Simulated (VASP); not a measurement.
Input of a VASP 6.6.1 run:

INCAR

```
ALGO = Normal
EDIFF = 1E-6
ENCUT = 520
GGA = PE
ISIF = 2
ISMEAR = 0
LASPH = T
LCHARG = F
LREAL = F
LWAVE = F
NBANDS = 26
NELM = 100
PREC = Accurate
SIGMA = 0.05
```

Contents of KPOINTS:

```
k-points
0
Gamma
  10 10 3
```

The input POSCAR:

```
SiC
1.0
   -3.0759982064      0.0000000000      0.0000000000
   -1.5379991032     -2.6638925888      0.0000000000
   -2.3069986548     -1.3319462944     10.0960000000
Si C
4 4
Direct
    0.0064583333      0.0064583333      0.6537500000
    0.2564583333      0.2564583333      0.1537500000
    0.2147916667      0.2147916667      0.9037500000
    0.4647916667      0.4647916667      0.4037500000
   -0.0897916667     -0.0897916667      0.8462500000
    0.1602083333      0.1602083333      0.3462500000
    0.6185416667      0.6185416667      0.0962500000
    0.3685416667      0.3685416667      0.5962500000
```

Potentials or basis: VASP PAW PBE potentials, release 64 (Si, C).

Run with:

```sh
$ cat potpaw_PBE.64/Si/POTCAR potpaw_PBE.64/C/POTCAR > POTCAR
$ mpirun -np 1 vasp_std > vasp.out
```

Q: What does it give for the band gap on the k mesh?

A: 0.29 eV (least direct gap 0.87 eV).

Q: Predict the largest force.

A: 1.468 eV/Å.

Q: Estimate the pressure.

A: 2.6 GPa.

Stress tensor (GPa, compression positive):
```
 3.46  4.43  4.99
 4.43 -1.66  2.88
 4.99  2.88  5.92
```

Caveat: the cell differs from its parent crystal (the part above a cut slid along it); the stress differs along the axes, from -2 to 6 GPa; semilocal functionals underestimate gaps, and a narrow one can read as zero; forces of over 1 eV/Å act on the atoms, so gaps and moduli don't describe the material at rest. A k mesh can miss the band edges.
